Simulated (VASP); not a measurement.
Set up this calculation in VASP 6.6.1, as the native input.

| Item | Value |
| --- | --- |
| Task | single point |
| Functional | PBEsol |
| Dispersion | D3(BJ) |
| Potentials or basis | VASP PAW PBE potentials, release 64 (Cu, O) |
| Cutoff | 520 eV |
| k mesh | 7 × 7 × 7 |
| Occupations | fermi-dirac, width 0.05 eV |
| Spin | no spin polarisation |
| Dipole correction | no |
| Further INCAR settings | ALGO = Normal; EDIFF = 1e-07; NBANDS = 34 |

The structure of CuO lies in POSCAR:

```
CuO
1.0
    4.0508175882     -0.0000081312     -0.0000042636
   -0.0000081312      4.0508259258     -0.0000211278
   -0.0000039836     -0.0000197401      3.8459022870
Cu O
3 3
Direct
    1.0000219660      0.9999847264      1.0000017619
   -0.0000770679      0.4999877558      0.4999964970
    0.5000139762      1.0000589544      0.5000018743
    0.0000022560      0.4999892184      0.9999963455
    0.5000159224      0.9999983831      1.0000014390
    0.0000229273     -0.0000190481      0.5000020722
```

These files were run (other wordings do the same):

INCAR

```
SYSTEM = CuO
PREC     = Accurate       ! precision mode
ENCUT    = 520            ! plane-wave cutoff, eV
EDIFF    = 1E-7           ! SCF threshold, eV
ISMEAR   = -1             ! smearing method
SIGMA    = 0.05           ! smearing width, eV
LREAL    = .False.        ! projectors in reciprocal space
LASPH    = .True.         ! aspherical terms in the spheres
NELM     = 80             ! most SCF steps
ALGO     = Normal         ! electronic algorithm
ISIF     = 2              ! what is computed and relaxed
LWAVE    = .False.        ! write WAVECAR
LCHARG   = .False.        ! write CHGCAR
GGA      = PS             ! functional
IVDW     = 12             ! dispersion correction
NBANDS   = 34             ! bands
```

KPOINTS

```
Automatic mesh
0
Gamma
  7 7 7
  0 0 0
```

Potentials or basis: VASP PAW PBE potentials, release 64 (Cu, O).

Launch:

```console
$ cat potpaw_PBE.64/Cu/POTCAR potpaw_PBE.64/O/POTCAR > POTCAR
$ mpirun -np 1 vasp_std > vasp.out
```

It gave:

- Pressure: 0.7 GPa
- Band gap on the k mesh: zero (an odd number of electrons rules out a gap without spin polarisation)
- Dispersion energy per atom: -0.227 eV

Caveat: the PAW data sets were made with another functional, which shifts forces and pressure a little; an odd number of electrons without spin polarisation forces a metal; a magnetic or distorted state may lie lower; semilocal functionals often make such compounds metallic where correlation or magnetic order opens a gap, which also shifts bond lengths.

It took 3.9 min on 1 thread of Intel(R) Xeon(R) 6975P-C (Granite Rapids), on a shared host, peak memory 0.39 GiB.
